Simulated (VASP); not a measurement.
# V (a cell with a defect) in VASP: single point with PBE

Aim: the single point of V (a cell with a defect) with PBE.

Program: VASP 6.6.1. These are calculated values, not measurements. Logs are shortened: lines on timing, memory, paths and dates and some standing lists are left out, and cuts for length are marked.

## Step 1: The cell of the first run

The cell holds a defect, 17 atoms: a = 6.040 Å, b = 6.040 Å, c = 6.040 Å, α = 90.00°, β = 90.00°, γ = 90.00°.

## Step 2: Single point, PBE

INCAR reads:

```
SYSTEM = V
ALGO     = Normal         ! electronic algorithm
EDIFF    = 1E-6           ! SCF threshold, eV
ENCUT    = 520            ! plane-wave cutoff, eV
GGA      = PE             ! functional
ISIF     = 2              ! what is computed and relaxed
ISMEAR   = 0              ! smearing method
LASPH    = .True.         ! aspherical terms in the spheres
LCHARG   = .False.        ! write CHGCAR
LREAL    = Auto         
LWAVE    = .False.        ! write WAVECAR
NBANDS   = 124            ! bands
NELM     = 80             ! most SCF steps
PREC     = Accurate       ! precision mode
SIGMA    = 0.15           ! smearing width, eV
```

KPOINTS reads:

```
k-points
0
Gamma
  3 3 3
  0 0 0
```

POSCAR reads:

```
V
1.0
    6.0400000000      0.0000000000      0.0000000000
    0.0000000000      6.0400000000      0.0000000000
    0.0000000000      0.0000000000      6.0400000000
V
17
Direct
    0.0057819536      0.0006571192      0.0128645695
    0.5074920530      0.0029937086      0.0074213576
    0.0304056291      0.5222523179     -0.0148268212
    0.0170834437      0.0010105960      0.5063918874
    0.2585784768      0.2492682119      0.2577127483
    0.5009940397      0.5052475166      0.0030370861
    0.4263660596     -0.0731346026      0.5735917219
    0.8184925497      0.3260582781      0.1775306291
    0.0034740066      0.4936801325      0.5059991722
    0.2554998344      0.7477928808      0.2527357616
    0.2602162252      0.2518862583      0.7573049669
    0.5072665563      0.5037973510      0.5040208609
    0.7543360927      0.7454518212      0.2576980132
    0.7560124172      0.2503185430      0.7658081126
    0.2325771523      0.7277995033      0.7811649007
    0.7569557947      0.7568751656      0.7523412252
    0.6495009934      0.1216587748      0.3974933775
```

Potentials or basis: VASP PAW PBE potentials, release 64 (V_sv).

Started as:

```
$ cat potpaw_PBE.64/V_sv/POTCAR > POTCAR
$ mpirun -np 1 vasp_std > vasp.out
```

OUTCAR:

```text
SYSTEM = V
   EDIFF = 1E-6
   ENCUT = 520
   GGA = PE
   ISIF = 2
   ISMEAR = 0
   LASPH = .True.
   LREAL = Auto
   NELM = 80
   PREC = Accurate

 ion  position               nearest neighbor table
   1  0.006  0.001  0.013-   8 2.48  15 2.56  10 2.59   5 2.60  14 2.60  13 2.62  16 2.63  11 2.65
                             3 2.90
   2  0.507  0.003  0.007-  14 2.57   5 2.60  11 2.60  17 2.61  16 2.62  10 2.62  13 2.63   7 2.71
                            15 2.72   8 2.90
   3  0.030  0.522  0.985-   8 2.10  15 2.13  10 2.51  11 2.55  16 2.59  14 2.68  13 2.70   5 2.71
                             6 2.85   1 2.90   9 2.90
   4  0.017  0.001  0.506-  17 2.43   7 2.54   5 2.58  11 2.60  10 2.60  16 2.62  13 2.68  15 2.68
                            14 2.68
   5  0.259  0.249  0.258-   4 2.58   2 2.60   1 2.60   9 2.61  12 2.61  17 2.62   6 2.63   3 2.71
                             8 2.74   7 2.91
   6  0.501  0.505  0.003-   8 2.44  15 2.50  10 2.57  11 2.58  14 2.61  13 2.61   5 2.63  16 2.64
                             3 2.85
   7  0.426  0.927  0.574-  17 2.08  15 2.09  10 2.45  11 2.47  16 2.49   4 2.54  12 2.64   2 2.71
                             5 2.91
   8  0.818  0.326  0.178-  17 2.08   3 2.10   6 2.44   1 2.48   9 2.49  14 2.56  13 2.61   5 2.74
                             2 2.90
   9  0.003  0.494  0.506-   8 2.49  15 2.58   5 2.61  13 2.61  11 2.62  14 2.62  16 2.64  10 2.65
                             3 2.90
  10  0.255  0.748  0.253-   7 2.45   3 2.51   6 2.57   1 2.59   4 2.60  12 2.61   2 2.62   9 2.65
                            15 2.85
  11  0.260  0.252  0.757-   7 2.47   3 2.55   6 2.58   4 2.60   2 2.60   9 2.62  12 2.62   1 2.65
                            15 2.88
  12  0.507  0.504  0.504-  17 2.55  13 2.56  10 2.61   5 2.61  16 2.62  11 2.62   7 2.64  14 2.66
                            15 2.72
  13  0.754  0.745  0.258-  17 2.51  12 2.56   8 2.61   6 2.61   9 2.61   1 2.62   2 2.63   4 2.68
                             3 2.70
  14  0.756  0.250  0.766-  17 2.44   8 2.56   2 2.57   1 2.60   6 2.61   9 2.62  12 2.66   3 2.68
                             4 2.68
  15  0.233  0.728  0.781-   7 2.09   3 2.13   6 2.50   1 2.56   9 2.58   4 2.68  12 2.72   2 2.72
                            10 2.85  11 2.88  16 2.88
  16  0.757  0.757  0.752-   7 2.49   3 2.59   4 2.62   2 2.62  12 2.62   1 2.63   9 2.64   6 2.64
                            15 2.88
  17  0.650  0.122  0.397-   8 2.08   7 2.08   4 2.43  14 2.44  13 2.51  12 2.55   2 2.61   5 2.62

  LATTYP: Found a simple cubic cell.
 ALAT       =     6.0400000000

  Lattice vectors:

 A1 = (   6.0400000000,   0.0000000000,   0.0000000000)
 A2 = (   0.0000000000,   6.0400000000,   0.0000000000)
 A3 = (   0.0000000000,   0.0000000000,   6.0400000000)

Analysis of symmetry for initial positions (statically):
=====================================================================
 Subroutine PRICEL returns:
 Original cell was already a primitive cell.

 Routine SETGRP: Setting up the symmetry group for a
 simple cubic supercell.

 Subroutine GETGRP returns: Found  1 space group operations
 (whereof  1 operations were pure point group operations)
 out of a pool of 48 trial point group operations.

The static configuration has the point symmetry C_1 .

Analysis of symmetry for dynamics (positions and initial velocities):
=====================================================================
 Subroutine PRICEL returns:
 Original cell was already a primitive cell.

 Routine SETGRP: Setting up the symmetry group for a
 simple cubic supercell.

 Subroutine GETGRP returns: Found  1 space group operations
 (whereof  1 operations were pure point group operations)
 out of a pool of 48 trial point group operations.

The dynamic configuration has the point symmetry C_1 .

 Subroutine INISYM returns: Found  1 space group operations
 (whereof  1 operations are pure point group operations),
 and found     1 'primitive' translations

----------------------------------------------------------------------------------------

                                     Primitive cell

  volume of cell :     220.3489

  direct lattice vectors                    reciprocal lattice vectors
     6.040000000  0.000000000  0.000000000     0.165562914  0.000000000  0.000000000
     0.000000000  6.040000000  0.000000000     0.000000000  0.165562914  0.000000000
     0.000000000  0.000000000  6.040000000     0.000000000  0.000000000  0.165562914

  length of vectors
     6.040000000  6.040000000  6.040000000     0.165562914  0.165562914  0.165562914

  position of ions in fractional coordinates (direct lattice)
     0.005781954  0.000657119  0.012864570
     0.507492053  0.002993709  0.007421358
     0.030405629  0.522252318  0.985173179
     0.017083444  0.001010596  0.506391887
     0.258578477  0.249268212  0.257712748
     0.500994040  0.505247517  0.003037086
[... 9 lines left out ...]
     0.756955795  0.756875166  0.752341225
     0.649500993  0.121658775  0.397493377

  ion indices of the primitive-cell ions
   primitive index   ion index
                 1           1
                 2           2
                 3           3
                 4           4
                 5           5
                 6           6
[... 9 lines left out ...]
                16          16
                17          17

----------------------------------------------------------------------------------------

 KPOINTS: k-points

Automatic generation of k-mesh.
 Grid dimensions read from file:
 generate k-points for:    3    3    3

 Generating k-lattice:

  Cartesian coordinates                     Fractional coordinates (reciprocal lattice)
     0.055187638  0.000000000  0.000000000     0.333333333  0.000000000  0.000000000
     0.000000000  0.055187638  0.000000000     0.000000000  0.333333333  0.000000000
     0.000000000  0.000000000  0.055187638     0.000000000  0.000000000  0.333333333

  Length of vectors
     0.055187638  0.055187638  0.055187638

  Shift w.r.t. Gamma in fractional coordinates (k-lattice)
     0.000000000  0.000000000  0.000000000

 Subroutine IBZKPT returns following result:
 ===========================================

 Found     14 irreducible k-points:

 Following reciprocal coordinates:
            Coordinates               Weight
  0.000000  0.000000  0.000000      1.000000
  0.333333  0.000000  0.000000      2.000000
  0.000000  0.333333  0.000000      2.000000
  0.000000  0.000000  0.333333      2.000000
  0.333333  0.333333  0.000000      2.000000
  0.000000  0.333333  0.333333      2.000000
  0.333333  0.000000  0.333333      2.000000
 -0.333333  0.333333  0.000000      2.000000
 -0.333333  0.000000  0.333333      2.000000
  0.000000 -0.333333  0.333333      2.000000
  0.333333  0.333333  0.333333      2.000000
 -0.333333  0.333333  0.333333      2.000000
 -0.333333 -0.333333  0.333333      2.000000
  0.333333 -0.333333  0.333333      2.000000
   k-points           NKPTS =     14   k-points in BZ     NKDIM =     14   number of bands    NBANDS=    124
   number of dos      NEDOS =    301   number of ions     NIONS =     17
   total plane-waves  NPLWV = 110592
   dimension x,y,z NGX =    48 NGY =   48 NGZ =   48
   dimension x,y,z NGXF=    96 NGYF=   96 NGZF=   96
   ions per type =              17
   NGX,Y,Z   is equivalent  to a cutoff of  13.21, 13.21, 13.21 a.u.
   NGXF,Y,Z  is equivalent  to a cutoff of  26.42, 26.42, 26.42 a.u.
 SYSTEM =  V
   PREC   = accura    normal or accurate (medium, high low for compatibility)
   ISTART =      0    job   : 0-new  1-cont  2-samecut
   ICHARG =      2    charge: 1-file 2-atom 10-const
   ISPIN  =      1    spin polarized calculation?
   LNONCOLLINEAR =      F non collinear calculations
   LSORBIT =      F    spin-orbit coupling
   LASPH  =      T    aspherical Exc in radial PAW
   ENCUT  =  520.0 eV  38.22 Ry    6.18 a.u.  11.23 11.23 11.23*2*pi/ulx,y,z
   NELM   =     80;   NELMIN=  2; NELMDL= -5     # of ELM steps
   EDIFF  = 0.1E-05   stopping-criterion for ELM
   LREAL  =      T    real-space projection
   EDIFFG = 0.1E-04   stopping-criterion for IOM
   NSW    =      0    number of steps for IOM
   IBRION =     -1    ionic relax: 0-MD 1-quasi-New 2-CG
   NFREE  =      0    steps in history (QN), initial steepest desc. (CG)
   ISIF   =      2    stress and relaxation
   ISYM   =      2    0-nonsym 1-usesym 2-fastsym
   POTIM  = 0.5000    time-step for ionic-motion
   TEBEG  =    0.0;   TEEND  =   0.0 temperature during run
   PSTRESS=    0.0 pullay stress
   NELECT =     221.0000    total number of electrons
   NUPDOWN=      -1.0000    fix difference up-down
   EMIN   =  10.00;   EMAX   =-10.00  energy-range for DOS
   EFERMI =   0.00;   METHOD = LEGACY
   ISMEAR =     0;   SIGMA  =   0.15  broadening in eV -4-tet -1-fermi 0-gaus
   EFERMI_NEDOS =   21; number of points for ismear=-14 and -15
   IALGO  =     38    algorithm
   IMIX   =      4    mixing-type and parameters
     AMIX     =   0.40;   BMIX     =  1.00
     AMIX_MAG =   1.60;   BMIX_MAG =  1.00
  volume/ion in A,a.u.               =      12.96        87.47
  Fermi-wavevector in a.u.,A,eV,Ry     =   1.638710  3.096712 36.536663  2.685369
  Thomas-Fermi vector in A             =   2.729637
   LORBIT       =      0    0 simple, 1 ext, 2 COOP (PROOUT), +10 PAW based schemes
   GGA     = PE    functional components
   LHFCALC =     F    Hartree Fock is set to
   AEXX    =    0.0000 exact exchange contribution
   IVDW    =     0    specifies the selected vdW correction
   LEPSILON=     F    determine dielectric tensor
   LRPA    =     F    only Hartree local field effects (RPA)
 non-spin polarized calculation
 Gauss-broadening in eV      SIGMA  =   0.15
  energy-cutoff  :      520.00
  volume of cell :      220.35
 maximum number of plane-waves:      6031
 NGX is ok and might be reduce to    48
   NGX = 23   NGY = 23   NGZ = 23

 number of electron     221.0000017 magnetization

 Free energy of the ion-electron system (eV)
  ---------------------------------------------------
  ext. energy  EPLUGINS =         0.00000000
  ---------------------------------------------------
  free energy    TOTEN  =      -149.19994120 eV

  energy without entropy =     -148.97609092  energy(sigma->0) =     -149.08801606

 E-fermi :  10.2981     XC(G=0): -13.0814

 val. band max:       10.2958865995   @ k =  -0.3333   0.3333   0.0000
 cond. band min:      10.3068109341   @ k =   0.0000  -0.3333   0.3333
 fundamental gap:      0.0109243347
 Fermi energy:        10.2980907349

 k-point     1 :       0.0000    0.0000    0.0000
  band No.  band energies     occupation
      1     -53.6067      2.00000
      2     -53.3977      2.00000
      3     -53.3875      2.00000
      4     -53.3776      2.00000
      5     -53.3727      2.00000
      6     -53.3598      2.00000
[... 114 lines left out ...]
    121      11.6124      0.00000
    122      11.6620      0.00000

 k-point     2 :       0.3333    0.0000    0.0000
  band No.  band energies     occupation
      1     -53.5694      2.00000
      2     -53.4718      2.00000
      3     -53.3932      2.00000
      4     -53.3815      2.00000
      5     -53.3754      2.00000
      6     -53.3537      2.00000
[... 1498 lines left out ...]
      5     -53.4060      2.00000
      6     -53.3833      2.00000
[... 114 lines left out ...]
    121      11.6550      0.00000
    122      11.7314      0.00000
 [bands above 122 left out]

------------------------ aborting loop because EDIFF is reached ----------------------------------------

  FORCE on cell =-STRESS in cart. coord.  units (eV):
  Direction    XX          YY          ZZ          XY          YZ          ZX
  --------------------------------------------------------------------------------------
  -------------------------------------------------------------------------------------
  Total       16.9585964     16.7867124     16.9408076      3.0330177     -3.1537125     -2.8367880
  in kB      123.3075504    122.0577662    123.1782068     22.0533571    -22.9309408    -20.6265524
  external PRESSURE =     122.8478411 kB  Pullay stress =       0.0000000 kB

 VOLUME and BASIS-vectors are now :
 -----------------------------------------------------------------------------
  energy-cutoff  :      520.00
  volume of cell :      220.35
      direct lattice vectors                 reciprocal lattice vectors
     6.040000000  0.000000000  0.000000000     0.165562914  0.000000000  0.000000000
     0.000000000  6.040000000  0.000000000     0.000000000  0.165562914  0.000000000
     0.000000000  0.000000000  6.040000000     0.000000000  0.000000000  0.165562914

 POSITION                                       TOTAL-FORCE (eV/Angst)
 -----------------------------------------------------------------------------------
      0.03492      0.00397      0.07770         0.005007     -0.013054     -0.005818
      3.06525      0.01808      0.04482         0.002326     -0.017642     -0.002392
      0.18365      3.15440      5.95045         0.025139      0.030448     -0.028299
      0.10318      0.00610      3.05861         0.019793     -0.008027      0.006490
      1.56181      1.50558      1.55658        -0.007721      0.010227     -0.004634
      3.02600      3.05170      0.01834         0.026332      0.001198      0.004283
[... 9 lines left out ...]
      4.57201      4.57153      4.54414        -0.007782      0.011714     -0.000873
      3.92299      0.73482      2.40086         0.019220     -0.007406      0.020061
 -----------------------------------------------------------------------------------
    total drift:                                0.019940      0.004979     -0.008298

  FREE ENERGIE OF THE ION-ELECTRON SYSTEM (eV)
  ---------------------------------------------------
  free  energy   TOTEN  =      -149.1999412024 eV

  energy  without entropy=     -148.9760909159  energy(sigma->0) =     -149.08801606
```

It took 27 min on 1 thread of Intel Xeon 8259CL, shared host; peak memory 0.45 GiB.

What came out:

| Item | Value |
| --- | --- |
| Free energy | -149.1999 eV |
| Pressure | 12.3 GPa |
| Largest force | 0.049 eV/Å |
| Band gap on the k mesh | zero (an odd number of electrons rules out a gap without spin polarisation) |

Forces on the atoms (eV/Å):
```
V    0.005 -0.013 -0.006
V    0.002 -0.018 -0.002
V    0.025  0.030 -0.028
V    0.020 -0.008  0.006
V   -0.008  0.010 -0.005
V    0.026  0.001  0.004
V   -0.026  0.004 -0.006
V   -0.007  0.015 -0.026
V   -0.002 -0.003  0.015
V   -0.001 -0.005 -0.004
V    0.010  0.014 -0.004
V    0.011 -0.001  0.007
V   -0.015 -0.005 -0.013
V   -0.025  0.006  0.021
V   -0.028 -0.033  0.022
V   -0.008  0.012 -0.001
V    0.019 -0.007  0.020
```

Caveat: atoms lie so close that the PAW spheres overlap strongly, which falsifies energies and pressures.
